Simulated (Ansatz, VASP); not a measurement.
## One calculation of Mg, two programs

```
Mg
1.0
     3.31407    0.00000    0.00000
    -1.65703    2.87007    0.00000
     0.00000    0.00000    5.38079
Mg
2
Direct
  0.33333 0.66667 0.25000
  0.66667 0.33333 0.75000
```

Alike in both runs: task single point; functional RPBE; k mesh 18 × 18 × 10; occupations fermi-dirac, width 0.1 eV; no spin polarisation.

|  | VASP | Ansatz |
| --- | --- | --- |
| version | VASP 6.6.1 | Ansatz 0.2.0 |
| potentials or method | VASP PAW PBE potentials, release 64 (Mg), cutoff 520 eV | plane waves (420 eV) with PAW, scalar-relativistic |
| valence electrons in the cell | 4 | 20 |

VASP gave:

- pressure (GPa): -2.4

Task: What did Ansatz give for the same quantities?

Result: Pressure (GPa): -2.2.

VASP's potentials were made for PBE, not for RPBE. With one functional, cell and mesh, what is left measures potentials, basis and numerics. VASP's potentials hold 4 valence electrons a cell and Ansatz's 20, so a difference there can come from the potentials and not from the codes.
